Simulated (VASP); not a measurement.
Write the native input for VASP 6.6.1 that does the following.

- Task: single point
- Functional: PBEsol
- Potentials or basis: VASP PAW PBE potentials, release 64 (Al, Ni)
- Cutoff: 520 eV
- k mesh: 14 × 14 × 14
- Occupations: gaussian, width 0.15 eV
- Spin: no spin polarisation
- Dipole correction: no
- Further INCAR settings: ALGO = Fast; EDIFF = 1e-06; NBANDS = 24

The structure of AlNi3 lies in POSCAR:

```
AlNi3
1.0
    0.0000000000      2.7984078565      2.7984078565
    2.7984078565      0.0000000000      2.7984078565
    2.7984078565      2.7984078565      0.0000000000
Al Ni
1 3
Direct
    0.4582214475      0.4582214475      0.4582214475
    0.2500000000      0.2500000000      0.2500000000
    0.0000000000      0.0000000000      0.0000000000
    0.7500000000      0.7500000000      0.7500000000
```

This cell differs from its parent crystal: atom 1 (Al) moved +0.405 Å towards its neighbour atom 2 (Ni) at 2.423 Å.

One way to write it, as run:

INCAR

```
SYSTEM = AlNi3
PREC     = Accurate       ! precision mode
ENCUT    = 520            ! plane-wave cutoff, eV
EDIFF    = 1E-6           ! SCF threshold, eV
ISMEAR   = 0              ! smearing method
SIGMA    = 0.15           ! smearing width, eV
LREAL    = .False.        ! projectors in reciprocal space
LASPH    = .True.         ! aspherical terms in the spheres
NELM     = 60             ! most SCF steps
ALGO     = Fast           ! electronic algorithm
ISIF     = 2              ! what is computed and relaxed
LWAVE    = .False.        ! write WAVECAR
LCHARG   = .False.        ! write CHGCAR
GGA      = PS             ! functional
NBANDS   = 24             ! bands
```

KPOINTS

```
Automatic mesh
0
Gamma
  14 14 14
  0 0 0
```

Potentials or basis: VASP PAW PBE potentials, release 64 (Al, Ni).

Command:

```console
$ cat potpaw_PBE.64/Al/POTCAR potpaw_PBE.64/Ni/POTCAR > POTCAR
$ mpirun -np 1 vasp_std > vasp.out
```

It gave:

| Property | Result |
| --- | --- |
| Pressure | 8.5 GPa |
| Largest force | 4.918 eV/Å |
| Band gap on the k mesh | zero (an odd number of electrons rules out a gap without spin polarisation) |

Caveat: the cell differs from its parent crystal (atom 1 (Al) moved +0.405 Å towards its neighbour atom 2 (Ni) at 2.423 Å); the cell stands under pressure; the PAW data sets were made with another functional, which shifts forces and pressure a little.

Wall time 3.9 min on 1 thread of AMD EPYC 9R45 (Zen 5) (shared host), peak memory 0.34 GiB.
